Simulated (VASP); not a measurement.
# BaTa2 (Fm-3m) in VASP: single point with PBE

Aim: the single point of BaTa2 with PBE.

Program: VASP 6.6.1. These are calculated values, not measurements. Logs are shortened: lines on timing, memory, paths and dates and some standing lists are left out, and cuts for length are marked.

### 1 The cell of the first run

The structure is cubic, space group Fm-3m (No. 225). The conventional cell has a = 6.690 Å, b = 6.690 Å, c = 6.690 Å, α = 90.00°, β = 90.00°, γ = 90.00°. Within 3.8 Å of Ba (site symmetry m-3m) lie 8 Ta at 2.90 Å. Within 3.8 Å of Ta (site symmetry -43m) lie 4 Ba at 2.90 Å and 6 Ta at 3.35 Å.

### 2 Single point, PBE

Contents of INCAR:

```
SYSTEM = BaTa2
PREC = Accurate
ENCUT = 500
EDIFF = 1E-6
ISMEAR = 0
SIGMA = 0.1
LREAL = .FALSE.
LASPH = .TRUE.
NELM = 120
ALGO = Normal
ISIF = 2
LWAVE = .FALSE.
LCHARG = .TRUE.
GGA = PE
LELF = .TRUE.
LVHAR = .TRUE.
NBANDS = 25
GGA_COMPAT = .FALSE.
```

Contents of KPOINTS:

```
regular mesh
0
G
  12 12 12
  0 0 0
```

Contents of POSCAR:

```
BaTa2
1.0
    0.0000000000      3.3450384046      3.3450384046
    3.3450384046      0.0000000000      3.3450384046
    3.3450384046      3.3450384046      0.0000000000
Ba Ta
1 2
Direct
    0.0000000000      0.0000000000      0.0000000000
    0.2500000000      0.2500000000      0.2500000000
    0.7500000000      0.7500000000      0.7500000000
```

Potentials or basis: VASP PAW PBE potentials, release 64 (Ba_sv, Ta_sv_GW).

The run is started by

```sh
$ cat potpaw_PBE.64/Ba_sv/POTCAR potpaw_PBE.64/Ta_sv_GW/POTCAR > POTCAR
$ mpirun -np 1 vasp_std > vasp.out
```

OUTCAR:

```text
SYSTEM = BaTa2
   PREC = Accurate
   ENCUT = 500
   EDIFF = 1E-6
   ISMEAR = 0
   LREAL = .FALSE.
   LASPH = .TRUE.
   NELM = 120
   ISIF = 2
   GGA = PE

 ion  position               nearest neighbor table
   1  0.000  0.000  0.000-   3 2.90   3 2.90   3 2.90   2 2.90   3 2.90   2 2.90   2 2.90   2 2.90

   2  0.250  0.250  0.250-   1 2.90   1 2.90   1 2.90   1 2.90
   3  0.750  0.750  0.750-   1 2.90   1 2.90   1 2.90   1 2.90

  LATTYP: Found a face centered cubic cell.
 ALAT       =     6.6900768092

  Lattice vectors:

 A1 = (   0.0000000000,   3.3450384046,   3.3450384046)
 A2 = (   3.3450384046,   0.0000000000,   3.3450384046)
 A3 = (   3.3450384046,   3.3450384046,   0.0000000000)

Analysis of symmetry for initial positions (statically):
=====================================================================
 Subroutine PRICEL returns:
 Original cell was already a primitive cell.

 Routine SETGRP: Setting up the symmetry group for a
 face centered cubic supercell.

 Subroutine GETGRP returns: Found 48 space group operations
 (whereof 48 operations were pure point group operations)
 out of a pool of 48 trial point group operations.

The static configuration has the point symmetry O_h .

Analysis of symmetry for dynamics (positions and initial velocities):
=====================================================================
 Subroutine PRICEL returns:
 Original cell was already a primitive cell.

 Routine SETGRP: Setting up the symmetry group for a
 face centered cubic supercell.

 Subroutine GETGRP returns: Found 48 space group operations
 (whereof 48 operations were pure point group operations)
 out of a pool of 48 trial point group operations.

The dynamic configuration has the point symmetry O_h .

 Subroutine INISYM returns: Found 48 space group operations
 (whereof 48 operations are pure point group operations),
 and found     1 'primitive' translations

----------------------------------------------------------------------------------------

                                     Primitive cell

  volume of cell :      74.8572

  direct lattice vectors                    reciprocal lattice vectors
     0.000000000  3.345038405  3.345038405    -0.149475115  0.149475115  0.149475115
     3.345038405  0.000000000  3.345038405     0.149475115 -0.149475115  0.149475115
     3.345038405  3.345038405  0.000000000     0.149475115  0.149475115 -0.149475115

  length of vectors
     4.730598678  4.730598678  4.730598678     0.258898494  0.258898494  0.258898494

  position of ions in fractional coordinates (direct lattice)
     0.000000000  0.000000000  0.000000000
     0.250000000  0.250000000  0.250000000
     0.750000000  0.750000000  0.750000000

  ion indices of the primitive-cell ions
   primitive index   ion index
                 1           1
                 2           2
                 3           3

----------------------------------------------------------------------------------------

 KPOINTS: regular mesh

Automatic generation of k-mesh.
 Grid dimensions read from file:
 generate k-points for:   12   12   12

 Generating k-lattice:

  Cartesian coordinates                     Fractional coordinates (reciprocal lattice)
    -0.012456260  0.012456260  0.012456260     0.083333333  0.000000000  0.000000000
     0.012456260 -0.012456260  0.012456260     0.000000000  0.083333333  0.000000000
     0.012456260  0.012456260 -0.012456260     0.000000000  0.000000000  0.083333333

  Length of vectors
     0.021574874  0.021574874  0.021574874

  Shift w.r.t. Gamma in fractional coordinates (k-lattice)
     0.000000000  0.000000000  0.000000000

 Subroutine IBZKPT returns following result:
 ===========================================

 Found     72 irreducible k-points:

 Following reciprocal coordinates:
            Coordinates               Weight
  0.000000  0.000000  0.000000      1.000000
  0.083333  0.000000  0.000000      8.000000
  0.166667  0.000000  0.000000      8.000000
  0.250000  0.000000  0.000000      8.000000
  0.333333  0.000000  0.000000      8.000000
  0.416667  0.000000  0.000000      8.000000
[... 16 lines left out ...]
  0.500000  0.166667  0.000000     24.000000
 -0.416667  0.166667  0.000000     24.000000
 [... further k-points ...]
   k-points           NKPTS =     72   k-points in BZ     NKDIM =     72   number of bands    NBANDS=     25
   number of dos      NEDOS =    301   number of ions     NIONS =      3
   total plane-waves  NPLWV =  46656
   dimension x,y,z NGX =    36 NGY =   36 NGZ =   36
   dimension x,y,z NGXF=    72 NGYF=   72 NGZF=   72
   ions per type =               1   2
   NGX,Y,Z   is equivalent  to a cutoff of  12.65, 12.65, 12.65 a.u.
   NGXF,Y,Z  is equivalent  to a cutoff of  25.30, 25.30, 25.30 a.u.
 SYSTEM =  BaTa2
   PREC   = accura    normal or accurate (medium, high low for compatibility)
   ISTART =      0    job   : 0-new  1-cont  2-samecut
   ICHARG =      2    charge: 1-file 2-atom 10-const
   ISPIN  =      1    spin polarized calculation?
   LNONCOLLINEAR =      F non collinear calculations
   LSORBIT =      F    spin-orbit coupling
   LASPH  =      T    aspherical Exc in radial PAW
   ENCUT  =  500.0 eV  36.75 Ry    6.06 a.u.   8.62  8.62  8.62*2*pi/ulx,y,z
   NELM   =    120;   NELMIN=  2; NELMDL= -5     # of ELM steps
   EDIFF  = 0.1E-05   stopping-criterion for ELM
   LREAL  =      F    real-space projection
   EDIFFG = 0.1E-04   stopping-criterion for IOM
   NSW    =      0    number of steps for IOM
   IBRION =     -1    ionic relax: 0-MD 1-quasi-New 2-CG
   NFREE  =      0    steps in history (QN), initial steepest desc. (CG)
   ISIF   =      2    stress and relaxation
   ISYM   =      2    0-nonsym 1-usesym 2-fastsym
   POTIM  = 0.5000    time-step for ionic-motion
   TEBEG  =    0.0;   TEEND  =   0.0 temperature during run
   PSTRESS=    0.0 pullay stress
   NELECT =      36.0000    total number of electrons
   NUPDOWN=      -1.0000    fix difference up-down
   EMIN   =  10.00;   EMAX   =-10.00  energy-range for DOS
   EFERMI =   0.00;   METHOD = LEGACY
   ISMEAR =     0;   SIGMA  =   0.10  broadening in eV -4-tet -1-fermi 0-gaus
   EFERMI_NEDOS =   21; number of points for ismear=-14 and -15
   IALGO  =     38    algorithm
   IMIX   =      4    mixing-type and parameters
     AMIX     =   0.40;   BMIX     =  1.00
     AMIX_MAG =   1.60;   BMIX_MAG =  1.00
  volume/ion in A,a.u.               =      24.95       168.39
  Fermi-wavevector in a.u.,A,eV,Ry     =   1.282620  2.423800 22.383124  1.645113
  Thomas-Fermi vector in A             =   2.414921
   LORBIT       =      0    0 simple, 1 ext, 2 COOP (PROOUT), +10 PAW based schemes
   GGA     = PE    functional components
   LHFCALC =     F    Hartree Fock is set to
   AEXX    =    0.0000 exact exchange contribution
   IVDW    =     0    specifies the selected vdW correction
   LEPSILON=     F    determine dielectric tensor
   LRPA    =     F    only Hartree local field effects (RPA)
 non-spin polarized calculation
 Gauss-broadening in eV      SIGMA  =   0.10
  energy-cutoff  :      500.00
  volume of cell :       74.86
 maximum number of plane-waves:      1932
   NGX = 17   NGY = 17   NGZ = 17

 number of electron      35.9999995 magnetization

 Free energy of the ion-electron system (eV)
  ---------------------------------------------------
  ext. energy  EPLUGINS =         0.00000000
  ---------------------------------------------------
  free energy    TOTEN  =       -22.71760413 eV

  energy without entropy =      -22.69331140  energy(sigma->0) =      -22.70545776

 E-fermi :   6.6330     XC(G=0): -11.0543

 val. band max:        6.6315876713   @ k =   0.5000   0.1667   0.0000
 cond. band min:       6.6359337374   @ k =   0.5000   0.3333   0.0000
 fundamental gap:      0.0043460661
 Fermi energy:         6.6330015992

 k-point     1 :       0.0000    0.0000    0.0000
  band No.  band energies     occupation
      1     -61.8061      2.00000
      2     -61.7875      2.00000
      3     -28.3270      2.00000
      4     -28.3270      2.00000
      5     -28.3270      2.00000
      6     -28.1892      2.00000
[... 17 lines left out ...]
     24       9.5442      0.00000
     25      10.3191      0.00000

 k-point     2 :       0.0833    0.0000    0.0000
  band No.  band energies     occupation
      1     -61.8057      2.00000
      2     -61.7878      2.00000
      3     -28.3250      2.00000
      4     -28.3247      2.00000
      5     -28.3247      2.00000
      6     -28.1935      2.00000
[... 17 lines left out ...]
     24       9.2631      0.00000
     25      10.6052      0.00000

 k-point     3 :       0.1667    0.0000    0.0000
  band No.  band energies     occupation
      1     -61.8048      2.00000
      2     -61.7887      2.00000
      3     -28.3209      2.00000
      4     -28.3181      2.00000
      5     -28.3181      2.00000
      6     -28.2052      2.00000
[... 17 lines left out ...]
     24       8.8279      0.00000
     25      11.0629      0.00000

 k-point     4 :       0.2500    0.0000    0.0000
  band No.  band energies     occupation
      1     -61.8033      2.00000
      2     -61.7901      2.00000
      3     -28.3141      2.00000
      4     -28.3078      2.00000
      5     -28.3078      2.00000
      6     -28.2214      2.00000
[... 17 lines left out ...]
     24       8.8596      0.00000
     25      11.4437      0.00000
[... 477 lines left out ...]
 k-point    22 :       0.4167    0.1667    0.0000
  band No.  band energies     occupation
      1     -61.8002      2.00000
      2     -61.7931      2.00000
      3     -28.3325      2.00000
      4     -28.3200      2.00000
      5     -28.3082      2.00000
      6     -28.2253      2.00000
[... 17 lines left out ...]
     24       9.0709      0.00000
     25      11.2635      0.00000

 k-point    23 :       0.5000    0.1667    0.0000
  band No.  band energies     occupation
      1     -61.7982      2.00000
      2     -61.7951      2.00000
      3     -28.3388      2.00000
      4     -28.3091      2.00000
      5     -28.3064      2.00000
      6     -28.2213      2.00000
[... 17 lines left out ...]
     24       8.7310      0.00000
     25      11.3932      0.00000

 k-point    24 :      -0.4167    0.1667    0.0000
  band No.  band energies     occupation
      1     -61.7972      2.00000
      2     -61.7960      2.00000
      3     -28.3463      2.00000
      4     -28.2992      2.00000
      5     -28.2894      2.00000
      6     -28.2381      2.00000
[... 17 lines left out ...]
     24       8.6285      0.00000
     25      11.1224      0.00000

 [... further k-points ...]

------------------------ aborting loop because EDIFF is reached ----------------------------------------

  FORCE on cell =-STRESS in cart. coord.  units (eV):
  Direction    XX          YY          ZZ          XY          YZ          ZX
  --------------------------------------------------------------------------------------
  -------------------------------------------------------------------------------------
  Total        1.0069889      1.0069889      1.0069889     -0.0000000     -0.0000000      0.0000000
  in kB       21.5527131     21.5527131     21.5527131     -0.0000000     -0.0000000      0.0000000
  external PRESSURE =      21.5527131 kB  Pullay stress =       0.0000000 kB

 VOLUME and BASIS-vectors are now :
 -----------------------------------------------------------------------------
  energy-cutoff  :      500.00
  volume of cell :       74.86
      direct lattice vectors                 reciprocal lattice vectors
     0.000000000  3.345038405  3.345038405    -0.149475115  0.149475115  0.149475115
     3.345038405  0.000000000  3.345038405     0.149475115 -0.149475115  0.149475115
     3.345038405  3.345038405  0.000000000     0.149475115  0.149475115 -0.149475115

 POSITION                                       TOTAL-FORCE (eV/Angst)
 -----------------------------------------------------------------------------------
      0.00000      0.00000      0.00000         0.000000      0.000000     -0.000000
      1.67252      1.67252      1.67252         0.000000      0.000000     -0.000000
      5.01756      5.01756      5.01756        -0.000000     -0.000000      0.000000
 -----------------------------------------------------------------------------------
    total drift:                                0.000000      0.000000      0.000000

  FREE ENERGIE OF THE ION-ELECTRON SYSTEM (eV)
  ---------------------------------------------------
  free  energy   TOTEN  =       -22.7176041288 eV

  energy  without entropy=      -22.6933113957  energy(sigma->0) =      -22.70545776
```

It took 1.8 min on 1 thread of Intel Xeon Platinum 8488C (Sapphire Rapids), shared host; peak memory 0.29 GiB.

What came out:

```
Free energy            : -22.7176 eV
Pressure               : 2.2 GPa
Band gap on the k mesh : zero (bands 18 and 19 overlap by 1.05 eV)
```

Caveat: spin-orbit coupling is left out, which moves the levels of the heavy elements.
